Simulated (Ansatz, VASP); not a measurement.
**Two plane-wave programs on SiC**

Contents of POSCAR:

```
SiC
1.0
    4.3480000000      0.0000000000      0.0000000000
    0.0000000000     -4.3480000000      0.0000000000
    0.0000000000      0.0000000000     -4.3480000000
Si C
4 4
Direct
    0.0000000000      0.4793008280      0.5000000000
    0.5000000000      0.0000000000      0.5000000000
    0.5000000000      0.5000000000      0.0000000000
    0.0000000000      0.0000000000      0.0000000000
    0.7500000000      0.7500000000      0.7500000000
    0.2500000000      0.2500000000      0.7500000000
    0.2500000000      0.7500000000      0.2500000000
    0.7500000000      0.2500000000      0.2500000000
```

The input INCAR.step1:

```
ALGO = Normal ; EDIFF = 1E-4
ENCUT = 520 ; GGA = PE
ISMEAR = 0 ; LASPH = T
LCHARG = F ; LREAL = F
LWAVE = T ; NBANDS = 26
NELM = 60 ; PREC = Accurate
SIGMA = 0.05
```

The input INCAR.step2:

```
ALGO = Normal ; EDIFF = 1E-6
ENCUT = 520 ; ISIF = 2
ISMEAR = 0 ; ISTART = 1
LASPH = T ; LCHARG = F
LMIXTAU = T ; LREAL = F
LWAVE = F ; METAGGA = R2SCAN
NBANDS = 26 ; NELM = 60
PREC = Accurate ; SIGMA = 0.05
```

File KPOINTS:

```
k-points
0
Gamma
  6 6 6
```

Input for Ansatz:

```yaml
crystal:
  lattice:
    - [4.348, 0.0, 0.0]
    - [0.0, -4.348, 0.0]
    - [0.0, 0.0, -4.348]
  atoms:
    - { symbol: Si, position: [0.0, 0.479300828, 0.5] }
    - { symbol: Si, position: [0.5, 0.0, 0.5] }
    - { symbol: Si, position: [0.5, 0.5, 0.0] }
    - { symbol: Si, position: [0.0, 0.0, 0.0] }
    - { symbol: C, position: [0.75, 0.75, 0.75] }
    - { symbol: C, position: [0.25, 0.25, 0.75] }
    - { symbol: C, position: [0.25, 0.75, 0.25] }
    - { symbol: C, position: [0.75, 0.25, 0.25] }
basis:
  ecutwfc: 500
kpoints:
  mp_grid: { grid: [6, 6, 6] }
hamiltonian:
  xc: r2scan
scf:
  occupations: { method: gaussian, width: 0.05 }
output:
  forces: true
  stress: true
  eigenvalues: true
```

Alike in both runs: task single point; functional r2SCAN; k mesh 6 × 6 × 6; occupations gaussian, width 0.05 eV; no spin polarisation.

|  | VASP | Ansatz |
| --- | --- | --- |
| version | VASP 6.6.1 | Ansatz 0.2.0 |
| potentials or method | VASP PAW PBE potentials, release 64 (Si, C), cutoff 520 eV | scalar-relativistic, plane waves, PAW |
| valence electrons in the cell | 32 | 32 |

|  | VASP | Ansatz | Ansatz less VASP |
| --- | --- | --- | --- |
| gap on the k mesh at the Fermi level (eV) | 1.35 | 1.34 | -0.011 |
| least direct gap on the mesh (eV) | 1.35 | 1.34 | -0.011 |
| pressure (GPa) | 1.4 | 1.6 | +0.20 |
| traceless stress, the component that is largest in VASP (GPa) | -1.41 | -1.42 | -0.013 |
| rms of the force components (eV/Å) | 0.567 | 0.568 | +0.0014 |

VASP's potentials were made for PBE, not for r2SCAN. Atom by atom the forces differ by 0.002 eV/Å (rms over components). With one functional, cell and mesh, what is left measures potentials, basis and numerics.
